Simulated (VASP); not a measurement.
Runs of VASP 6.6.1 on Ge. The structure is that of space group P6_3/mmc (No. 194), or close to it. The cells are those of the table. This isn't the form of Ge at room conditions, which is diamond.

```csv
task,cell,k mesh,cutoff (eV),gap on the mesh (eV),pressure (GPa)
single point,"a = 3.050, b = 3.050, c = 4.739 Å, angles 90.0, 90.0, 120.0°, 2 atoms",14 × 14 × 8,520,none,(a)
single point,"a = 3.010, b = 3.010, c = 4.678 Å, angles 90.0, 90.0, 120.0°, 2 atoms",14 × 14 × 8,520,none,0.2
single point,"a = 3.010, b = 3.010, c = 4.678 Å, angles 90.0, 90.0, 120.0°, 2 atoms",12 × 12 × 7,520,none,0.1
single point,"a = 2.884, b = 2.884, c = 4.483 Å, angles 90.0, 90.0, 120.0°, 2 atoms",14 × 14 × 8,520,none,12.7
relaxation of cell and atoms,"relaxed from a = 3.008, b = 3.008, c = 4.911 Å, angles 90.0, 90.0, 120.0°, 2 atoms",12 × 12 × 7,600,none,-0.1
single point,"a = 2.928, b = 2.928, c = 4.549 Å, angles 90.0, 90.0, 120.0°, 2 atoms",14 × 14 × 8,520,none,7.6
single point,"a = 3.126, b = 3.126, c = 4.858 Å, angles 90.0, 90.0, 120.0°, 2 atoms",14 × 14 × 8,520,none,(b)
single point,"a = 2.969, b = 2.969, c = 4.614 Å, angles 90.0, 90.0, 120.0°, 2 atoms",14 × 14 × 8,520,none,3.5
single point,"a = 3.010, b = 3.010, c = 4.678 Å, angles 90.0, 90.0, 120.0°, 2 atoms",20 × 20 × 11,520,none,0.2
single point,"a = 3.088, b = 3.088, c = 4.799 Å, angles 90.0, 90.0, 120.0°, 2 atoms",14 × 14 × 8,520,none,-4.6
```

Alike in all rows: level PBEsol; potentials or basis VASP PAW PBE potentials, release 64 (Ge_d); no spin polarisation; smearing fermi-dirac 0.1 eV.

Estimate the missing entries.

(a) -2.4; (b) -6.3.

Caveats: the PAW data sets were made with another functional, which shifts forces and pressure a little; the cell stands under pressure (at least some runs); the cell stands under tension (at least some runs).

A k mesh can miss the band edges, and the runs leave out spin-orbit coupling on Ge.

A gap of «none» marks levels without a gap at the run's occupations.
